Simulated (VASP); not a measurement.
Runs of VASP 6.6.1 on GaP. The structure is that of space group F-43m (No. 216), or close to it. The cells are those of the table. 

```csv
level,spin,cell,k mesh,smearing,gap on the mesh (eV),pressure (GPa),moment (μB)
PBE,off,"a = 3.852, b = 3.852, c = 3.816 Å, angles 60.3, 60.3, 59.4°, 2 atoms",8 × 8 × 8,fermi-dirac 0.02 eV,1.53,3.4,-
r2SCAN,"non-collinear, zero start, SOC","a = 3.849, b = 3.849, c = 3.777 Å, angles 60.6, 60.6, 58.8°, 2 atoms",8 × 8 × 8,gaussian 0.01 eV,-,(a),0.00
PBE,off,"a = 3.849, b = 3.849, c = 3.777 Å, angles 60.6, 60.6, 58.8°, 2 atoms",8 × 8 × 8,fermi-dirac 0.02 eV,1.42,4.6,-
PBE,off,"a = 3.847, b = 3.847, c = 3.739 Å, angles 60.9, 60.9, 58.2°, 2 atoms",8 × 8 × 8,fermi-dirac 0.02 eV,1.31,(d),-
r2SCAN,off,"a = 3.854 Å, angles 60.0°, 2 atoms",8 × 8 × 8,gaussian 0.01 eV,1.90,0.0,-
PBE,off,"a = 3.858, b = 3.858, c = 3.893 Å, angles 59.7, 59.7, 60.6°, 2 atoms",8 × 8 × 8,fermi-dirac 0.02 eV,(c),1.4,-
r2SCAN,"non-collinear, zero start, SOC","a = 3.852, b = 3.852, c = 3.816 Å, angles 60.3, 60.3, 59.4°, 2 atoms",8 × 8 × 8,gaussian 0.01 eV,-,(b),0.00
PBE,off,"a = 3.847, b = 3.847, c = 3.739 Å, angles 60.9, 60.9, 58.2°, 2 atoms",4 × 4 × 4,gaussian 0.01 eV,1.31,6.2,-
```

Alike in all rows: task single point; potentials or basis VASP PAW PBE potentials, release 64 (Ga_d, P); cutoff (eV) 520.

Question: Fill in the values left out.

Answer: (a) 2.1; (b) 0.9; (c) 1.48; (d) 5.7.

Caveats: some runs use coarse meshes; the PAW data sets were made with another functional, which shifts forces and pressure a little (some runs).

A k mesh can miss the band edges, and rows without SOC leave out spin-orbit coupling on Ga.
